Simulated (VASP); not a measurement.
Set up this calculation in VASP 6.6.1, as the native input.

```yaml
Task: single point
Functional: LDA
Potentials_or_basis: VASP PAW LDA potentials, release 64 (Al, Ni)
Cutoff: 520 eV
k_mesh: 12 × 9 × 1
Occupations: gaussian, width 0.1 eV
Spin: no spin polarisation
Dipole_correction: yes
Further_INCAR_settings: ALGO = Fast; EDIFF = 1e-06; NBANDS = 58
```

The structure of AlNi lies in POSCAR:

```
AlNi
1.0
    2.8326165062      0.0000000000      0.0000000000
    0.0000000000      4.0059246800      0.0000000000
    0.0000000000      0.0000000000     27.0177740401
Al Ni
7 7
Direct
    0.0000000000      0.5000000000      0.2775950376
    0.0000000000      0.0000000000      0.3517300251
    0.0000000000      0.5000000000      0.4258650125
    0.0000000000      0.0000000000      0.5000000000
    0.0000000000      0.5000000000      0.5741349875
    0.0000000000      0.0000000000      0.6482699749
    0.0000000000      0.5000000000      0.7224049624
    0.5000000000      0.0000000000      0.2775950376
    0.5000000000      0.5000000000      0.3517300251
    0.5000000000      0.0000000000      0.4258650125
    0.5000000000      0.5000000000      0.5000000000
    0.5000000000      0.0000000000      0.5741349875
    0.5000000000      0.5000000000      0.6482699749
    0.5000000000      0.0000000000      0.7224049624
```

One way to write it, as run:

INCAR

```
SYSTEM = AlNi
PREC = Accurate
ENCUT = 520
EDIFF = 1E-6
ISMEAR = 0
SIGMA = 0.1
LREAL = .False.
LASPH = .True.
NELM = 100
ALGO = Fast
ISIF = 2
LWAVE = .False.
LCHARG = .False.
LDIPOL = .True.
IDIPOL = 3
DIPOL = 0.5 0.5 0.500
GGA = CA
NBANDS = 58
```

KPOINTS

```
Automatic mesh
0
Gamma
  12 9 1
  0 0 0
```

Potentials or basis: VASP PAW LDA potentials, release 64 (Al, Ni).

The run is started by

```sh
$ cat potpaw_LDA.64/Al/POTCAR potpaw_LDA.64/Ni/POTCAR > POTCAR
$ mpirun -np 1 vasp_std > vasp.out
```

Results of the run:

```json
{
  "Largest force": "0.736 eV/Å",
  "Band gap on the k mesh": "zero (an odd number of electrons rules out a gap without spin polarisation)"
}
```

It took 13 min on 1 thread of AMD EPYC 9R45 96-Core Processor (Zen 5) (shared host), peak memory 0.54 GiB.
